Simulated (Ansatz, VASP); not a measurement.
Na3Fe2IrO6: VASP beside Ansatz

```
Ir Fe Na O
1.0
     2.67261    4.61702    0.00000
     2.67261   -4.61702    0.00000
     1.83217    0.00000   -5.04753
Ir Fe Na O
1 2 3 6
Cartesian
  0.0000 0.0000 0.0000
  2.6726 1.5461 0.0000
  2.6726 -1.5461 0.0000
  3.5887 0.0000 -2.5238
  3.5887 3.0675 -2.5238
  3.5887 -3.0675 -2.5238
  4.5782 -1.3528 -1.0867
  2.5992 -1.3528 -3.9608
  2.5992 1.3528 -3.9608
  4.5782 1.3528 -1.0867
  5.6187 0.0000 -4.0108
  1.5587 0.0000 -1.0368
```

Alike in both runs: task single point; functional LDA; k mesh 5 × 5 × 5; no spin polarisation.

|  | VASP | Ansatz |
| --- | --- | --- |
| version | VASP 6.6.1 | Ansatz 0.2.0 |
| potentials or method | VASP PAW LDA potentials, release 64 (Ir, Fe, Na_pv, O), cutoff 520 eV | PAW plane waves |
| occupations | fermi-dirac, width 0.1 eV | fermi-dirac |
| valence electrons in the cell | 82 | 112 |

VASP gave:

- pressure (GPa): -0.7
- traceless stress, the component that is largest in VASP (GPa): 3.16
- rms of the force components (eV/Å): 1.694

**Question.** Estimate Ansatz's values.

**Answer.** Pressure (GPa): -2.5; traceless stress, the component that is largest in VASP (GPa): 3.28; rms of the force components (eV/Å): 1.599.

LDA's correlation is that of Perdew and Zunger in VASP and of Perdew and Wang (1992) in Ansatz. Atom by atom the forces differ by 0.128 eV/Å (rms over components). VASP's potentials hold 82 valence electrons a cell and Ansatz's 112, so a difference there can come from the potentials and not from the codes.

Neither program's run includes spin-orbit coupling.
